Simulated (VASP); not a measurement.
Write the native input for VASP 6.6.1 that does the following.

```
Task                   : single point
Functional             : PBE
Potentials or basis    : VASP PAW PBE potentials, release 64 (I)
Cutoff                 : 520 eV
k mesh                 : 6 × 4 × 4
Occupations            : gaussian, width 0.02 eV
Spin                   : no spin polarisation
Dipole correction      : no
Further INCAR settings : ALGO = Normal; EDIFF = 1e-07; NBANDS = 22
```

The structure of I lies in POSCAR:

```
I
1.0
    5.1565798467      0.0000161400      0.1794075625
    1.1718152331      6.9854398668     -0.0817582125
    2.3458352954     -0.3216255502      6.6603967497
I
4
Direct
    0.5008906337      0.3226698037      0.4090273442
    0.5015285643      0.9093549845      0.1771227064
    0.4984714357      0.0906450155      0.8228772936
    0.4991093663      0.6773301963      0.5909726558
```

These files were run (other wordings do the same):

INCAR

```
SYSTEM = I
  PREC = Accurate
  ENCUT = 520
  EDIFF = 1E-7
  ISMEAR = 0
  SIGMA = 0.02
  LREAL = .FALSE.
  LASPH = .TRUE.
  NELM = 100
  ALGO = Normal
  ISIF = 2
  LWAVE = .FALSE.
  LCHARG = .TRUE.
  GGA = PE
  LELF = .TRUE.
  LVHAR = .TRUE.
  NBANDS = 22
```

KPOINTS

```
Automatic mesh
0
G
  6 4 4
  0 0 0
```

Potentials or basis: VASP PAW PBE potentials, release 64 (I).

Command:

```sh
$ cat potpaw_PBE.64/I/POTCAR > POTCAR
$ mpirun -np 1 vasp_std > vasp.out
```

It gave:

```
Pressure               : 0.0 GPa
Largest force          : 0.020 eV/Å
Band gap on the k mesh : 1.61 eV, indirect (least direct gap 1.71 eV)
```

Caveat: spin-orbit coupling is left out, which moves the levels of the heavy elements.

Run time: 2.4 min on 1 thread of AMD EPYC 9R45 96-Core Processor (Zen 5), on a shared host, peak memory 0.4 GiB.
